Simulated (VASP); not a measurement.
Crystal: ZnO (zincite).

```xyz
4
Lattice="3.2493 0.0000 0.0000 -1.6247 2.8140 0.0000 0.0000 0.0000 5.2057" Properties=species:S:1:pos:R:3 pbc="T T T"
Zn    1.6247    0.9380    0.0000
Zn    0.0000    1.8760    2.6029
O     0.0000    1.8760    4.5759
O     1.6247    0.9380    1.9730
```

* Program: VASP 6.6.1
* Task: relaxation of cell and atoms
* Functional: revPBE
* Dispersion: D3(BJ)
* Potentials or basis: VASP PAW PBE potentials, release 64 (Zn, O)
* Cutoff: 600 eV
* k mesh: 7 × 7 × 4
* Occupations: fermi-dirac, width 0.05 eV
* Spin: no spin polarisation

At the start: pressure 3.1 GPa; volume 11.90 Å³/atom.

Q: Where does the relaxation end?

A: Over 11 steps the energy falls by 2.8 meV/atom and the volume is 12.16 Å³/atom (+2.2 %); space group P6_3mc (No. 186, to 0.05 Å).

The path:
```
step  energy change (eV)  largest force (eV/Å)  pressure (GPa)  volume (Å³)
   1              0.0000                0.0732            3.10        47.60
   2             -0.0081                0.0381           -1.40        49.20
   3             -0.0109                0.0056            0.11        48.65
   4             -0.0108                0.0083           -0.10        48.69
   5             -0.0109                0.0070           -0.14        48.67
   6             -0.0109                0.0126            0.12        48.60
   7             -0.0109                0.0120            0.11        48.61
   8             -0.0110                0.0124            0.08        48.62
   9             -0.0110                0.0128           -0.05        48.66
  10             -0.0110                0.0128           -0.03        48.65
  11             -0.0110                0.0038           -0.05        48.64
```

Final structure:
```
CELL_PARAMETERS angstrom
3.26351 0.00000 0.00000
-1.63176 2.82628 0.00000
0.00000 0.00000 5.27378
ATOMIC_POSITIONS crystal
Zn 0.66667 0.33333 0.00025
Zn 0.33333 0.66667 0.50025
O 0.33333 0.66667 0.87876
O 0.66667 0.33333 0.37876
```

Caveat: the PAW data sets were made with another functional, which shifts forces and pressure a little.
